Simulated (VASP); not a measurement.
Write the native input for VASP 6.6.1 that does the following.

* Task: single point
* Functional: PBE
* Potentials or basis: VASP PAW PBE potentials, release 64 (Rh_pv)
* Cutoff: 520 eV
* k mesh: 18 × 18 × 10
* Occupations: gaussian, width 0.15 eV
* Spin: no spin polarisation
* Dipole correction: no
* Further INCAR settings: ALGO = Fast; EDIFF = 1e-06; NBANDS = 22

The structure of Rh lies in POSCAR:

```
Rh
1.0
    2.7248648783      0.0000000000      0.0000000000
   -1.3624324392      2.3598022065      0.0000000000
    0.0000000000      0.0000000000      4.4553000000
Rh
2
Direct
    0.6666666667      0.3333333333      0.7500000000
    0.3333333333      0.6666666667      0.2500000000
```

This isn't the form of Rh at room conditions, which is fcc.

These files were run (other wordings do the same):

INCAR

```
PREC     = Accurate       # precision mode
ENCUT    = 520            # plane-wave cutoff, eV
EDIFF    = 1E-6           # SCF threshold, eV
ISMEAR   = 0              # smearing method
SIGMA    = 0.15           # smearing width, eV
LREAL    = False          # projectors in reciprocal space
LASPH    = True           # aspherical terms in the spheres
NELM     = 80             # most SCF steps
ALGO     = Fast           # electronic algorithm
ISIF     = 2              # what is computed and relaxed
LWAVE    = False          # write WAVECAR
LCHARG   = False          # write CHGCAR
GGA      = PE             # functional
NBANDS   = 22             # bands
```

KPOINTS

```
regular mesh
0
Gamma
  18 18 10
```

Potentials or basis: VASP PAW PBE potentials, release 64 (Rh_pv).

Launch:

```bash
$ cat potpaw_PBE.64/Rh_pv/POTCAR > POTCAR
$ mpirun -np 1 vasp_std > vasp.out
```

Results of the run:

The pressure is -3.7 GPa and the band gap on the k mesh is zero (bands 15 and 16 overlap by 2.28 eV).

Caveat: the cell stands under tension.

Run time: 93 s on 1 thread of Intel Xeon 8259CL, on a shared host, peak memory 0.22 GiB.
